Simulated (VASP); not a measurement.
# VAu (R-3m) in VASP: single point with r2SCAN

Aim: the single point of VAu with r2SCAN.

All numbers are computed with VASP 6.6.1; they aren't measurements. Logs are shortened: lines on timing, memory, paths and dates and some standing lists are left out, and cuts for length are marked.

## 1. The cell of the first run

Symmetry: R-3m, No. 166, trigonal system. The conventional cell has a = 2.821 Å, b = 2.821 Å, c = 13.833 Å, α = 90.00°, β = 90.00°, γ = 120.00°. Within 3.7 Å of V (site symmetry -3m) lie 6 V at 2.82 Å and 6 Au at 2.82 Å. Au (site symmetry -3m) has 6 Au at 2.82 Å and 6 V at 2.82 Å within 3.7 Å.

## 2. Single point, r2SCAN, collinear spin, ferromagnetic start

The input, POSCAR:

```
VAu
1.0
    1.4104010158      0.8142954061      4.6110877943
   -1.4104010158      0.8142954061      4.6110877943
    0.0000000000     -1.6285908123      4.6110877943
V Au
1 1
Direct
    0.5000000000      0.5000000000      0.5000000000
    0.0000000000      0.0000000000      0.0000000000
```

The input, INCAR.step1:

```
SYSTEM = VAu
PREC = Accurate
ENCUT = 520
ISMEAR = 0
SIGMA = 0.1
LREAL = .FALSE.
LASPH = .TRUE.
NELM = 150
ISPIN = 2
MAGMOM = 2 0
LMAXMIX = 4
NBANDS = 23
GGA = PE
ALGO = Normal
EDIFF = 1E-4
LWAVE = .TRUE.
LCHARG = .FALSE.
```

The input, INCAR.step2:

```
SYSTEM = VAu
PREC = Accurate
ENCUT = 520
EDIFF = 1E-7
ISMEAR = 0
SIGMA = 0.1
LREAL = .FALSE.
LASPH = .TRUE.
NELM = 150
ALGO = Normal
ISIF = 2
LWAVE = .FALSE.
LCHARG = .FALSE.
ISPIN = 2
MAGMOM = 2 0
LORBIT = 11
LMAXMIX = 4
METAGGA = R2SCAN
LMIXTAU = .TRUE.
NBANDS = 23
ISTART = 1
```

The input, KPOINTS:

```
Automatic mesh
0
G
  6 6 6
  0 0 0
```

Potentials or basis: VASP PAW PBE potentials, release 64 (V_sv, Au).

Launch:

```bash
$ cat potpaw_PBE.64/V_sv/POTCAR potpaw_PBE.64/Au/POTCAR > POTCAR
$ cp INCAR.step1 INCAR
$ mpirun -np 1 vasp_std > vasp.out
$ cp INCAR.step2 INCAR
$ mpirun -np 1 vasp_std > vasp.out
```

OUTCAR:

```text
SYSTEM = VAu
   PREC = Accurate
   ENCUT = 520
   EDIFF = 1E-7
   ISMEAR = 0
   LREAL = .FALSE.
   LASPH = .TRUE.
   NELM = 150
   ISIF = 2
   ISPIN = 2
   LORBIT = 11
   METAGGA = R2SCAN
   ISTART = 1

 ion  position               nearest neighbor table
   1  0.500  0.500  0.500-   2 2.82   2 2.82   2 2.82   2 2.82   2 2.82   2 2.82
   2  0.000  0.000  0.000-   1 2.82   1 2.82   1 2.82   1 2.82   1 2.82   1 2.82

  LATTYP: Found a trigonal (rhomboedric) cell.
 ALAT       =     4.8902391230
 COS(alpha) =     0.8336376570

  Lattice vectors:

 A1 = (   1.4104010158,   0.8142954061,   4.6110877943)
 A2 = (  -1.4104010158,   0.8142954061,   4.6110877943)
 A3 = (   0.0000000000,  -1.6285908123,   4.6110877943)

Analysis of symmetry for initial positions (statically):
=====================================================================
 Subroutine PRICEL returns:
 Original cell was already a primitive cell.

 Routine SETGRP: Setting up the symmetry group for a
 trigonal (rhombohedral) supercell.

 Subroutine GETGRP returns: Found 12 space group operations
 (whereof 12 operations were pure point group operations)
 out of a pool of 12 trial point group operations.

The static configuration has the point symmetry D_3d.

Analysis of symmetry for dynamics (positions and initial velocities):
=====================================================================
 Subroutine PRICEL returns:
 Original cell was already a primitive cell.

 Routine SETGRP: Setting up the symmetry group for a
 trigonal (rhombohedral) supercell.

 Subroutine GETGRP returns: Found 12 space group operations
 (whereof 12 operations were pure point group operations)
 out of a pool of 12 trial point group operations.

The dynamic configuration has the point symmetry D_3d.

Analysis of structural, dynamic, and magnetic symmetry:
=====================================================================
 Subroutine PRICEL returns:
 Original cell was already a primitive cell.

 Routine SETGRP: Setting up the symmetry group for a
 trigonal (rhombohedral) supercell.

 Subroutine GETGRP returns: Found 12 space group operations
 (whereof 12 operations were pure point group operations)
 out of a pool of 12 trial point group operations.

The overall configuration has the point symmetry D_3d.

 Subroutine INISYM returns: Found 12 space group operations
 (whereof 12 operations are pure point group operations),
 and found     1 'primitive' translations

----------------------------------------------------------------------------------------

                                     Primitive cell

  volume of cell :      31.7745

  direct lattice vectors                    reciprocal lattice vectors
     1.410401016  0.814295406  4.611087794     0.354509104  0.204675926  0.072289522
    -1.410401016  0.814295406  4.611087794    -0.354509104  0.204675926  0.072289522
     0.000000000 -1.628590812  4.611087794     0.000000000 -0.409351853  0.072289522

  length of vectors
     4.890239123  4.890239123  4.890239123     0.415685836  0.415685836  0.415685836

  position of ions in fractional coordinates (direct lattice)
     0.500000000  0.500000000  0.500000000
     0.000000000  0.000000000  0.000000000

  ion indices of the primitive-cell ions
   primitive index   ion index
                 1           1
                 2           2

----------------------------------------------------------------------------------------

 KPOINTS: Automatic mesh

Automatic generation of k-mesh.
 Grid dimensions read from file:
 generate k-points for:    6    6    6

 Generating k-lattice:

  Cartesian coordinates                     Fractional coordinates (reciprocal lattice)
     0.059084851  0.034112654  0.012048254     0.166666667  0.000000000  0.000000000
    -0.059084851  0.034112654  0.012048254     0.000000000  0.166666667  0.000000000
     0.000000000 -0.068225309  0.012048254     0.000000000  0.000000000  0.166666667

  Length of vectors
     0.069280973  0.069280973  0.069280973

  Shift w.r.t. Gamma in fractional coordinates (k-lattice)
     0.000000000  0.000000000  0.000000000

 Subroutine IBZKPT returns following result:
 ===========================================

 Found     32 irreducible k-points:

 Following reciprocal coordinates:
            Coordinates               Weight
  0.000000  0.000000  0.000000      1.000000
  0.166667 -0.000000  0.000000      6.000000
  0.333333 -0.000000  0.000000      6.000000
  0.500000 -0.000000  0.000000      3.000000
  0.166667  0.166667  0.000000      6.000000
  0.333333  0.166667  0.000000     12.000000
[... 16 lines left out ...]
  0.500000  0.500000  0.166667      6.000000
 -0.333333  0.500000  0.166667     12.000000
 [... further k-points ...]
   k-points           NKPTS =     32   k-points in BZ     NKDIM =     32   number of bands    NBANDS=     23
   number of dos      NEDOS =    301   number of ions     NIONS =      2
   total plane-waves  NPLWV =  46656
   dimension x,y,z NGX =    36 NGY =   36 NGZ =   36
   dimension x,y,z NGXF=    72 NGYF=   72 NGZF=   72
   ions per type =               1   1
   NGX,Y,Z   is equivalent  to a cutoff of  12.24, 12.24, 12.24 a.u.
   NGXF,Y,Z  is equivalent  to a cutoff of  24.48, 24.48, 24.48 a.u.
 SYSTEM =  VAu
   PREC   = accura    normal or accurate (medium, high low for compatibility)
   ISTART =      1    job   : 0-new  1-cont  2-samecut
   ICHARG =      0    charge: 1-file 2-atom 10-const
   ISPIN  =      2    spin polarized calculation?
   LNONCOLLINEAR =      F non collinear calculations
   LSORBIT =      F    spin-orbit coupling
   LASPH  =      T    aspherical Exc in radial PAW
   ENCUT  =  520.0 eV  38.22 Ry    6.18 a.u.   9.09  9.09  9.09*2*pi/ulx,y,z
   NELM   =    150;   NELMIN=  2; NELMDL=  0     # of ELM steps
   EDIFF  = 0.1E-06   stopping-criterion for ELM
   LREAL  =      F    real-space projection
   EDIFFG = 0.1E-05   stopping-criterion for IOM
   NSW    =      0    number of steps for IOM
   IBRION =     -1    ionic relax: 0-MD 1-quasi-New 2-CG
   NFREE  =      0    steps in history (QN), initial steepest desc. (CG)
   ISIF   =      2    stress and relaxation
   ISYM   =      2    0-nonsym 1-usesym 2-fastsym
   POTIM  = 0.5000    time-step for ionic-motion
   TEBEG  =    0.0;   TEEND  =   0.0 temperature during run
   PSTRESS=    0.0 pullay stress
   NELECT =      24.0000    total number of electrons
   NUPDOWN=      -1.0000    fix difference up-down
   EMIN   =  10.00;   EMAX   =-10.00  energy-range for DOS
   EFERMI =   0.00;   METHOD = LEGACY
   ISMEAR =     0;   SIGMA  =   0.10  broadening in eV -4-tet -1-fermi 0-gaus
   EFERMI_NEDOS =   21; number of points for ismear=-14 and -15
   IALGO  =     38    algorithm
   IMIX   =      4    mixing-type and parameters
     AMIX     =   0.40;   BMIX     =  1.00
     AMIX_MAG =   1.60;   BMIX_MAG =  1.00
  volume/ion in A,a.u.               =      15.89       107.21
  Fermi-wavevector in a.u.,A,eV,Ry     =   1.490913  2.817416 30.243305  2.222820
  Thomas-Fermi vector in A             =   2.603634
   LORBIT       =     11    0 simple, 1 ext, 2 COOP (PROOUT), +10 PAW based schemes
   METAGGA = R2SCAN    functional components
   LHFCALC =     F    Hartree Fock is set to
   AEXX    =    0.0000 exact exchange contribution
   IVDW    =     0    specifies the selected vdW correction
   LEPSILON=     F    determine dielectric tensor
   LRPA    =     F    only Hartree local field effects (RPA)
 spin polarized calculation
 Gauss-broadening in eV      SIGMA  =   0.10
  energy-cutoff  :      520.00
  volume of cell :       31.77
 maximum number of plane-waves:       878
   NGX = 19   NGY = 19   NGZ = 19

 number of electron      23.9999998 magnetization       0.5797284

 Free energy of the ion-electron system (eV)
  ---------------------------------------------------
  ext. energy  EPLUGINS =         0.00000000
  ---------------------------------------------------
  free energy    TOTEN  =       -64.27048211 eV

  energy without entropy =      -64.26140461  energy(sigma->0) =      -64.26594336

 E-fermi :   9.3848     XC(G=0): -13.6692

 val. band max:        9.3797630272   @ k =   0.3333   0.3333   0.1667
 cond. band min:       9.3910947724   @ k =   0.5000   0.5000   0.5000
 fundamental gap:      0.0113317451
 Fermi energy:         9.3848092391

 spin component 1

 k-point     1 :       0.0000    0.0000    0.0000
  band No.  band energies     occupation
      1     -57.8849      1.00000
      2     -30.6589      1.00000
      3     -30.3105      1.00000
      4     -30.3105      1.00000
      5      -0.2543      1.00000
      6       2.5098      1.00000
[... 15 lines left out ...]
     22      30.1958      0.00000
     23      30.1958      0.00000
[... 575 lines left out ...]
      1     -57.8190      1.00000
      2     -30.6753      1.00000
      3     -30.5989      1.00000
      4     -30.4639      1.00000
      5       2.6375      1.00000
      6       2.9178      1.00000
[... 15 lines left out ...]
     22      26.6113      0.00000
     23      27.1440      0.00000

 [... further k-points ...]

 spin component 2

 k-point     1 :       0.0000    0.0000    0.0000
  band No.  band energies     occupation
      1     -57.3107      1.00000
      2     -30.2133      1.00000
      3     -29.6707      1.00000
      4     -29.6707      1.00000
      5      -0.1751      1.00000
      6       2.6116      1.00000
[... 15 lines left out ...]
     22      30.3967      0.00000
     23      30.3967      0.00000
[... 575 lines left out ...]
      1     -57.2449      1.00000
      2     -30.1535      1.00000
      3     -30.0385      1.00000
      4     -29.8250      1.00000
      5       2.6922      1.00000
      6       2.9967      1.00000
[... 15 lines left out ...]
     22      26.8175      0.00000
     23      27.3081      0.00000

 [... further k-points ...]
[... 5 lines left out ...]
  --------------------------------------------------------------------------------------
  -------------------------------------------------------------------------------------
  Total       -0.7962449     -0.7962449     -0.9008640      0.0000000      0.0000000      0.0000000
  in kB      -40.1493011    -40.1493011    -45.4245416      0.0000000      0.0000000      0.0000000
  external PRESSURE =     -41.9077146 kB  Pullay stress =       0.0000000 kB

 VOLUME and BASIS-vectors are now :
 -----------------------------------------------------------------------------
  energy-cutoff  :      520.00
  volume of cell :       31.77
      direct lattice vectors                 reciprocal lattice vectors
     1.410401016  0.814295406  4.611087794     0.354509104  0.204675926  0.072289522
    -1.410401016  0.814295406  4.611087794    -0.354509104  0.204675926  0.072289522
     0.000000000 -1.628590812  4.611087794     0.000000000 -0.409351853  0.072289522

 POSITION                                       TOTAL-FORCE (eV/Angst)
 -----------------------------------------------------------------------------------
      0.00000     -0.00000      6.91663        -0.000000     -0.000000      0.000000
      0.00000      0.00000      0.00000         0.000000      0.000000     -0.000000
 -----------------------------------------------------------------------------------
    total drift:                                0.000000     -0.000000      0.000000

  FREE ENERGIE OF THE ION-ELECTRON SYSTEM (eV)
  ---------------------------------------------------
  free  energy   TOTEN  =       -64.2704821052 eV

  energy  without entropy=      -64.2614046083  energy(sigma->0) =      -64.26594336

 total charge

# of ion       s       p       d       tot
------------------------------------------
    1        2.268   6.167   2.906  11.340
    2        0.644   0.511   8.648   9.802
--------------------------------------------------
tot          2.911   6.677  11.554  21.143

 magnetization (x)

# of ion       s       p       d       tot
------------------------------------------
    1        0.006   0.013   0.434   0.453
    2        0.004   0.001   0.042   0.048
--------------------------------------------------
tot          0.010   0.014   0.477   0.501
```

Run time: 2.5 min. Hardware: 1 thread of Intel Xeon 6975P-C (Granite Rapids), shared host; peak memory 0.28 GiB.

What came out:

```yaml
Free_energy: -64.2705 eV
Pressure: -4.2 GPa
Net_moment: 0.58 μB per cell
Site_moments: V +0.45; Au +0.05 μB
Valence_electrons_inside_the_program's_atomic_spheres: V 11.34; Au 9.80
```

Caveat: the k points lie up to 0.44 Å⁻¹ apart; the PAW data sets were made with another functional, which shifts forces and pressure a little; spin-orbit coupling is left out, which moves the levels of the heavy elements.
